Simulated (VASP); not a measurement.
# MgO (F-43m) in VASP: a series of runs

Runs on MgO. Level: PBE. Tasks: single point.

Everything below comes from runs of VASP 6.6.1. Logs are shortened: lines on timing, memory, paths and dates and some standing lists are left out, and cuts for length are marked.

**1. The cell of the first run**

It takes space group F-43m (No. 216, cubic). The conventional cell has a = 4.643 Å, b = 4.643 Å, c = 4.643 Å, α = 90.00°, β = 90.00°, γ = 90.00°. Mg (site symmetry -43m) has 4 O at 2.01 Å within 2.7 Å. Within 2.7 Å of O (site symmetry -43m) lie 4 Mg at 2.01 Å.

**2. Single point, PBE**

Input file INCAR:

```
  PREC = Accurate
  ENCUT = 520
  EDIFF = 1E-7
  ISMEAR = -1
  SIGMA = 0.05
  LREAL = False
  LASPH = True
  NELM = 100
  ALGO = Normal
  ISIF = 2
  LWAVE = False
  LCHARG = False
  GGA = PE
  NBANDS = 11
```

Input file KPOINTS:

```
regular mesh
0
Gamma
  10 10 10
```

Input file POSCAR:

```
MgO
1.0
    0.0000000000      2.3214330279      2.3214330279
    2.3214330279      0.0000000000      2.3214330279
    2.3214330279      2.3214330279      0.0000000000
Mg O
1 1
Direct
    0.5000000000      0.5000000000      0.5000000000
    0.7500000000      0.7500000000      0.7500000000
```

Potentials or basis: VASP PAW PBE potentials, release 64 (Mg, O).

Started as:

```
$ cat potpaw_PBE.64/Mg/POTCAR potpaw_PBE.64/O/POTCAR > POTCAR
$ mpirun -np 1 vasp_std > vasp.out
```

OUTCAR:

```text
PREC = Accurate
   ENCUT = 520
   EDIFF = 1E-7
   ISMEAR = -1
   LREAL = False
   LASPH = True
   NELM = 100
   ISIF = 2
   GGA = PE

 ion  position               nearest neighbor table
   1  0.500  0.500  0.500-   2 2.01   2 2.01   2 2.01   2 2.01
   2  0.750  0.750  0.750-   1 2.01   1 2.01   1 2.01   1 2.01

  LATTYP: Found a face centered cubic cell.
 ALAT       =     4.6428660558

  Lattice vectors:

 A1 = (   0.0000000000,   2.3214330279,   2.3214330279)
 A2 = (   2.3214330279,   0.0000000000,   2.3214330279)
 A3 = (   2.3214330279,   2.3214330279,   0.0000000000)

Analysis of symmetry for initial positions (statically):
=====================================================================
 Subroutine PRICEL returns:
 Original cell was already a primitive cell.

 Routine SETGRP: Setting up the symmetry group for a
 face centered cubic supercell.

 Subroutine GETGRP returns: Found 24 space group operations
 (whereof 24 operations were pure point group operations)
 out of a pool of 48 trial point group operations.

The static configuration has the point symmetry T_d .

Analysis of symmetry for dynamics (positions and initial velocities):
=====================================================================
 Subroutine PRICEL returns:
 Original cell was already a primitive cell.

 Routine SETGRP: Setting up the symmetry group for a
 face centered cubic supercell.

 Subroutine GETGRP returns: Found 24 space group operations
 (whereof 24 operations were pure point group operations)
 out of a pool of 48 trial point group operations.

The dynamic configuration has the point symmetry T_d .

 Subroutine INISYM returns: Found 24 space group operations
 (whereof 24 operations are pure point group operations),
 and found     1 'primitive' translations

----------------------------------------------------------------------------------------

                                     Primitive cell

  volume of cell :      25.0206

  direct lattice vectors                    reciprocal lattice vectors
     0.000000000  2.321433028  2.321433028    -0.215384202  0.215384202  0.215384202
     2.321433028  0.000000000  2.321433028     0.215384202 -0.215384202  0.215384202
     2.321433028  2.321433028  0.000000000     0.215384202  0.215384202 -0.215384202

  length of vectors
     3.283002072  3.283002072  3.283002072     0.373056381  0.373056381  0.373056381

  position of ions in fractional coordinates (direct lattice)
     0.500000000  0.500000000  0.500000000
     0.750000000  0.750000000  0.750000000

  ion indices of the primitive-cell ions
   primitive index   ion index
                 1           1
                 2           2

----------------------------------------------------------------------------------------

 KPOINTS: regular mesh

Automatic generation of k-mesh.
 Grid dimensions read from file:
 generate k-points for:   10   10   10

 Generating k-lattice:

  Cartesian coordinates                     Fractional coordinates (reciprocal lattice)
    -0.021538420  0.021538420  0.021538420     0.100000000  0.000000000  0.000000000
     0.021538420 -0.021538420  0.021538420     0.000000000  0.100000000  0.000000000
     0.021538420  0.021538420 -0.021538420     0.000000000  0.000000000  0.100000000

  Length of vectors
     0.037305638  0.037305638  0.037305638

  Shift w.r.t. Gamma in fractional coordinates (k-lattice)
     0.000000000  0.000000000  0.000000000

 Subroutine IBZKPT returns following result:
 ===========================================

 Found     47 irreducible k-points:

 Following reciprocal coordinates:
            Coordinates               Weight
  0.000000  0.000000  0.000000      1.000000
  0.100000  0.000000  0.000000      8.000000
  0.200000  0.000000  0.000000      8.000000
  0.300000  0.000000  0.000000      8.000000
  0.400000  0.000000  0.000000      8.000000
  0.500000  0.000000  0.000000      4.000000
[... 16 lines left out ...]
  0.300000  0.300000  0.000000      6.000000
  0.400000  0.300000  0.000000     24.000000
 [... further k-points ...]
   k-points           NKPTS =     47   k-points in BZ     NKDIM =     47   number of bands    NBANDS=     11
   number of dos      NEDOS =    301   number of ions     NIONS =      2
   total plane-waves  NPLWV =  13824
   dimension x,y,z NGX =    24 NGY =   24 NGZ =   24
   dimension x,y,z NGXF=    48 NGYF=   48 NGZF=   48
   ions per type =               1   1
   NGX,Y,Z   is equivalent  to a cutoff of  12.15, 12.15, 12.15 a.u.
   NGXF,Y,Z  is equivalent  to a cutoff of  24.31, 24.31, 24.31 a.u.
 SYSTEM =  unknown system
   PREC   = accura    normal or accurate (medium, high low for compatibility)
   ISTART =      0    job   : 0-new  1-cont  2-samecut
   ICHARG =      2    charge: 1-file 2-atom 10-const
   ISPIN  =      1    spin polarized calculation?
   LNONCOLLINEAR =      F non collinear calculations
   LSORBIT =      F    spin-orbit coupling
   LASPH  =      T    aspherical Exc in radial PAW
   ENCUT  =  520.0 eV  38.22 Ry    6.18 a.u.   6.10  6.10  6.10*2*pi/ulx,y,z
   NELM   =    100;   NELMIN=  2; NELMDL= -5     # of ELM steps
   EDIFF  = 0.1E-06   stopping-criterion for ELM
   LREAL  =      F    real-space projection
   EDIFFG = 0.1E-05   stopping-criterion for IOM
   NSW    =      0    number of steps for IOM
   IBRION =     -1    ionic relax: 0-MD 1-quasi-New 2-CG
   NFREE  =      0    steps in history (QN), initial steepest desc. (CG)
   ISIF   =      2    stress and relaxation
   ISYM   =      2    0-nonsym 1-usesym 2-fastsym
   POTIM  = 0.5000    time-step for ionic-motion
   TEBEG  =    0.0;   TEEND  =   0.0 temperature during run
   PSTRESS=    0.0 pullay stress
   NELECT =       8.0000    total number of electrons
   NUPDOWN=      -1.0000    fix difference up-down
   EMIN   =  10.00;   EMAX   =-10.00  energy-range for DOS
   EFERMI =   0.00;   METHOD = LEGACY
   ISMEAR =    -1;   SIGMA  =   0.05  broadening in eV -4-tet -1-fermi 0-gaus
   EFERMI_NEDOS =   21; number of points for ismear=-14 and -15
   IALGO  =     38    algorithm
   IMIX   =      4    mixing-type and parameters
     AMIX     =   0.40;   BMIX     =  1.00
     AMIX_MAG =   1.60;   BMIX_MAG =  1.00
  volume/ion in A,a.u.               =      12.51        84.42
  Fermi-wavevector in a.u.,A,eV,Ry     =   1.119452  2.115457 17.050440  1.253172
  Thomas-Fermi vector in A             =   2.256091
   LORBIT       =      0    0 simple, 1 ext, 2 COOP (PROOUT), +10 PAW based schemes
   GGA     = PE    functional components
   LHFCALC =     F    Hartree Fock is set to
   AEXX    =    0.0000 exact exchange contribution
   IVDW    =     0    specifies the selected vdW correction
   LEPSILON=     F    determine dielectric tensor
   LRPA    =     F    only Hartree local field effects (RPA)
 non-spin polarized calculation
  energy-cutoff  :      520.00
  volume of cell :       25.02
 maximum number of plane-waves:       692
   NGX = 13   NGY = 13   NGZ = 13

 number of electron       7.9999996 magnetization

 Free energy of the ion-electron system (eV)
  ---------------------------------------------------
  ext. energy  EPLUGINS =         0.00000000
  ---------------------------------------------------
  free energy    TOTEN  =       -11.69702325 eV

  energy without entropy =      -11.69702325  energy(sigma->0) =      -11.69702325

 E-fermi :   1.6421     XC(G=0):  -9.5022

 val. band max:        0.5297949455   @ k =   0.0000   0.0000   0.0000
 cond. band min:       3.8869611441   @ k =   0.0000   0.0000   0.0000
 fundamental gap:      3.3571661986
 Fermi energy:         1.6420718654

 k-point     1 :       0.0000    0.0000    0.0000
  band No.  band energies     occupation
      1     -15.2267      2.00000
      2       0.5298      2.00000
      3       0.5298      2.00000
      4       0.5298      2.00000
      5       3.8870      0.00000
      6      16.7846      0.00000
      7      16.7846      0.00000
      8      16.7846      0.00000
      9      20.3652      0.00000
     10      20.3652      0.00000
     11      20.3655      0.00000

 k-point     2 :       0.1000    0.0000    0.0000
  band No.  band energies     occupation
      1     -15.1737      2.00000
      2       0.0665      2.00000
      3       0.5118      2.00000
      4       0.5118      2.00000
      5       4.4374      0.00000
      6      15.9130      0.00000
      7      16.7781      0.00000
      8      16.7781      0.00000
      9      18.9774      0.00000
     10      18.9774      0.00000
     11      19.8404      0.00000

 k-point     3 :       0.2000    0.0000    0.0000
  band No.  band energies     occupation
      1     -15.0303      2.00000
      2      -0.8123      2.00000
      3       0.4653      2.00000
      4       0.4653      2.00000
      5       5.5744      0.00000
      6      14.1799      0.00000
      7      16.3011      0.00000
      8      16.3011      0.00000
      9      18.8144      0.00000
     10      18.8144      0.00000
     11      19.3242      0.00000

 k-point     4 :       0.3000    0.0000    0.0000
  band No.  band energies     occupation
      1     -14.8459      2.00000
      2      -1.6253      2.00000
      3       0.4092      2.00000
      4       0.4093      2.00000
      5       6.8242      0.00000
      6      12.4167      0.00000
      7      15.5138      0.00000
      8      15.5138      0.00000
      9      19.1836      0.00000
     10      19.7100      0.00000
     11      19.7100      0.00000

 k-point     5 :       0.4000    0.0000    0.0000
  band No.  band energies     occupation
      1     -14.6899      2.00000
      2      -2.1793      2.00000
      3       0.3649      2.00000
      4       0.3649      2.00000
      5       8.0434      0.00000
      6      10.8603      0.00000
      7      14.9574      0.00000
      8      14.9574      0.00000
      9      19.3639      0.00000
     10      20.9010      0.00000
     11      20.9010      0.00000
[... 211 lines left out ...]
 k-point    21 :      -0.3000    0.2000    0.0000
  band No.  band energies     occupation
      1     -14.6406      2.00000
      2      -1.7791      2.00000
      3      -0.3875      2.00000
      4       0.3413      2.00000
      5       8.2694      0.00000
      6      11.2237      0.00000
      7      13.4637      0.00000
      8      15.3673      0.00000
      9      19.6760      0.00000
     10      20.4199      0.00000
     11      22.7658      0.00000

 k-point    22 :      -0.2000    0.2000    0.0000
  band No.  band energies     occupation
      1     -14.7852      2.00000
      2      -1.4862      2.00000
      3      -0.1372      2.00000
      4       0.4404      2.00000
      5       7.2452      0.00000
      6      12.6330      0.00000
      7      13.7184      0.00000
      8      15.7292      0.00000
      9      18.5125      0.00000
     10      20.5620      0.00000
     11      22.5621      0.00000

 k-point    23 :       0.3000    0.3000    0.0000
  band No.  band energies     occupation
      1     -14.7276      2.00000
      2      -1.4277      2.00000
      3       0.0479      2.00000
      4       0.0479      2.00000
      5       6.8706      0.00000
      6      12.3534      0.00000
      7      14.1586      0.00000
      8      16.4097      0.00000
      9      16.4097      0.00000
     10      22.8158      0.00000
     11      22.8822      0.00000

 k-point    24 :       0.4000    0.3000    0.0000
  band No.  band energies     occupation
      1     -14.6084      2.00000
      2      -1.6487      2.00000
      3      -0.1405      2.00000
      4      -0.0222      2.00000
      5       7.1680      0.00000
      6      11.9134      0.00000
      7      13.7581      0.00000
      8      16.3102      0.00000
      9      16.6857      0.00000
     10      22.8319      0.00000
     11      23.4654      0.00000

 [... further k-points ...]
[... 5 lines left out ...]
  --------------------------------------------------------------------------------------
  -------------------------------------------------------------------------------------
  Total       -0.4004061     -0.4004061     -0.4004061      0.0000000      0.0000000     -0.0000000
  in kB      -25.6396887    -25.6396887    -25.6396887      0.0000000      0.0000000     -0.0000000
  external PRESSURE =     -25.6396887 kB  Pullay stress =       0.0000000 kB

 VOLUME and BASIS-vectors are now :
 -----------------------------------------------------------------------------
  energy-cutoff  :      520.00
  volume of cell :       25.02
      direct lattice vectors                 reciprocal lattice vectors
     0.000000000  2.321433028  2.321433028    -0.215384202  0.215384202  0.215384202
     2.321433028  0.000000000  2.321433028     0.215384202 -0.215384202  0.215384202
     2.321433028  2.321433028  0.000000000     0.215384202  0.215384202 -0.215384202

 POSITION                                       TOTAL-FORCE (eV/Angst)
 -----------------------------------------------------------------------------------
      2.32143      2.32143      2.32143        -0.000000     -0.000000     -0.000000
      3.48215      3.48215      3.48215         0.000000      0.000000      0.000000
 -----------------------------------------------------------------------------------
    total drift:                                0.000000      0.000000      0.000000

  FREE ENERGIE OF THE ION-ELECTRON SYSTEM (eV)
  ---------------------------------------------------
  free  energy   TOTEN  =       -11.6970232473 eV

  energy  without entropy=      -11.6970232473  energy(sigma->0) =      -11.69702325
```

Run time: 9.4 s. Hardware: 1 thread of Intel Xeon Platinum 8488C (Sapphire Rapids), shared host; peak memory 0.14 GiB.

Results:

```yaml
Free_energy: -11.6970 eV
Pressure: -2.6 GPa
Band_gap_on_the_k_mesh: 3.36 eV, direct
```

**3. Single point, PBE**

This run uses another cell than the first one, of 12.76 Å³/atom, 1.020 times its volume.

Input file INCAR:

```
  ALGO = Normal
  EDIFF = 1E-6
  ENCUT = 520
  GGA = PE
  ISIF = 2
  ISMEAR = -1
  LASPH = T
  LCHARG = F
  LREAL = F
  LWAVE = F
  NBANDS = 11
  NELM = 60
  PREC = Accurate
  SIGMA = 0.05
```

Input file KPOINTS:

```
k-points
0
Gamma
  10 10 10
```

Input file POSCAR:

```
MgO
1.0
    0.0000000000      2.3365076907      2.3365076907
    2.3365076907      0.0000000000      2.3365076907
    2.3365076907      2.3365076907      0.0000000000
Mg O
1 1
Direct
    0.5000000000      0.5000000000      0.5000000000
    0.7500000000      0.7500000000      0.7500000000
```

Potentials or basis: VASP PAW PBE potentials, release 64 (Mg, O).

Started as:

```
$ cat potpaw_PBE.64/Mg/POTCAR potpaw_PBE.64/O/POTCAR > POTCAR
$ mpirun -np 1 vasp_std > vasp.out
```

OUTCAR:

```text
EDIFF = 1E-6
   ENCUT = 520
   GGA = PE
   ISIF = 2
   ISMEAR = -1
   LASPH = T
   LREAL = F
   NELM = 60
   PREC = Accurate

 ion  position               nearest neighbor table
   1  0.500  0.500  0.500-   2 2.02   2 2.02   2 2.02   2 2.02
   2  0.750  0.750  0.750-   1 2.02   1 2.02   1 2.02   1 2.02

  LATTYP: Found a face centered cubic cell.
 ALAT       =     4.6730153814

  Lattice vectors:

 A1 = (   0.0000000000,   2.3365076907,   2.3365076907)
 A2 = (   2.3365076907,   0.0000000000,   2.3365076907)
 A3 = (   2.3365076907,   2.3365076907,   0.0000000000)

Analysis of symmetry for initial positions (statically):
=====================================================================
 Subroutine PRICEL returns:
 Original cell was already a primitive cell.

 Routine SETGRP: Setting up the symmetry group for a
 face centered cubic supercell.

 Subroutine GETGRP returns: Found 24 space group operations
 (whereof 24 operations were pure point group operations)
 out of a pool of 48 trial point group operations.

The static configuration has the point symmetry T_d .

Analysis of symmetry for dynamics (positions and initial velocities):
[... 162 lines left out ...]
 cond. band min:       3.6896657670   @ k =   0.0000   0.0000   0.0000
 fundamental gap:      3.2534280808
 Fermi energy:         1.6196375681

 k-point     1 :       0.0000    0.0000    0.0000
  band No.  band energies     occupation
      1     -15.2691      2.00000
      2       0.4362      2.00000
      3       0.4362      2.00000
      4       0.4362      2.00000
      5       3.6897      0.00000
      6      16.4825      0.00000
      7      16.4825      0.00000
      8      16.4825      0.00000
      9      20.0589      0.00000
     10      20.0612      0.00000
     11      20.0684      0.00000
[... 309 lines left out ...]
 k-point    24 :       0.4000    0.3000    0.0000
  band No.  band energies     occupation
      1     -14.6757      2.00000
      2      -1.7080      2.00000
      3      -0.2251      2.00000
      4      -0.1090      2.00000
      5       6.9916      0.00000
      6      11.7137      0.00000
      7      13.4328      0.00000
      8      16.0045      0.00000
      9      16.3689      0.00000
     10      22.4078      0.00000
     11      23.1335      0.00000

 [... further k-points ...]
[... 5 lines left out ...]
  --------------------------------------------------------------------------------------
  -------------------------------------------------------------------------------------
  Total       -0.7212023     -0.7212023     -0.7212023     -0.0000000      0.0000000     -0.0000000
  in kB      -45.2935179    -45.2935179    -45.2935179     -0.0000000      0.0000000     -0.0000000
  external PRESSURE =     -45.2935179 kB  Pullay stress =       0.0000000 kB

 VOLUME and BASIS-vectors are now :
 -----------------------------------------------------------------------------
  energy-cutoff  :      520.00
  volume of cell :       25.51
      direct lattice vectors                 reciprocal lattice vectors
     0.000000000  2.336507691  2.336507691    -0.213994588  0.213994588  0.213994588
     2.336507691  0.000000000  2.336507691     0.213994588 -0.213994588  0.213994588
     2.336507691  2.336507691  0.000000000     0.213994588  0.213994588 -0.213994588

 POSITION                                       TOTAL-FORCE (eV/Angst)
 -----------------------------------------------------------------------------------
      2.33651      2.33651      2.33651        -0.000000     -0.000000     -0.000000
      3.50476      3.50476      3.50476         0.000000      0.000000      0.000000
 -----------------------------------------------------------------------------------
    total drift:                               -0.000000     -0.000000     -0.000000

  FREE ENERGIE OF THE ION-ELECTRON SYSTEM (eV)
  ---------------------------------------------------
  free  energy   TOTEN  =       -11.6865334670 eV

  energy  without entropy=      -11.6865334670  energy(sigma->0) =      -11.68653347
```

OSZICAR:

```text
N       E                     dE             d eps       ncg     rms          rms(c)
DAV:   1     0.206435760224E+02    0.20644E+02   -0.41675E+03  1042   0.631E+02
DAV:   2    -0.128143165871E+02   -0.33458E+02   -0.32738E+02  1186   0.138E+02
DAV:   3    -0.138356425894E+02   -0.10213E+01   -0.10206E+01  1263   0.239E+01
DAV:   4    -0.138390711829E+02   -0.34286E-02   -0.34285E-02  1112   0.158E+00
DAV:   5    -0.138390864637E+02   -0.15281E-04   -0.15281E-04  1237   0.101E-01    0.825E+00
DAV:   6    -0.117319822410E+02    0.21071E+01   -0.14164E+01  1148   0.191E+01    0.295E+00
DAV:   7    -0.116925580004E+02    0.39424E-01   -0.17147E-01  1103   0.292E+00    0.154E+00
DAV:   8    -0.116874742886E+02    0.50837E-02   -0.54632E-02  1094   0.253E+00    0.377E-01
DAV:   9    -0.116864712654E+02    0.10030E-02   -0.12416E-03  1206   0.250E-01    0.209E-01
DAV:  10    -0.116865300197E+02   -0.58754E-04   -0.10196E-03  1133   0.240E-01    0.144E-02
DAV:  11    -0.116865325732E+02   -0.25535E-05   -0.28948E-05  1217   0.304E-02    0.101E-02
DAV:  12    -0.116865334670E+02   -0.89387E-06   -0.35483E-06  1124   0.131E-02
   1 F= -.11686533E+02 E0= -.11686533E+02  d E =-.807053E-11
```

stdout:

```text
POSCAR found type information on POSCAR MgO
 POSCAR found :  2 types and       2 ions
 scaLAPACK will be used
 LDA part: xc-table for (Slater+PW92), standard interpolation
 POSCAR, INCAR and KPOINTS ok, starting setup
 FFT: planning ... GRIDC
 FFT: planning ... GRID_SOFT
 FFT: planning ... GRID
 WAVECAR not read
 entering main loop
```

Run time: 11 s. Hardware: 1 thread of Intel Xeon Platinum 8488C (Sapphire Rapids), shared host; peak memory 0.16 GiB.

Results:

| Item | Value |
| --- | --- |
| Free energy | -11.6865 eV |
| Pressure | -4.5 GPa |
| Band gap on the k mesh | 3.25 eV, direct |

PBE gaps usually lie below the measured ones, often by a third to a half.
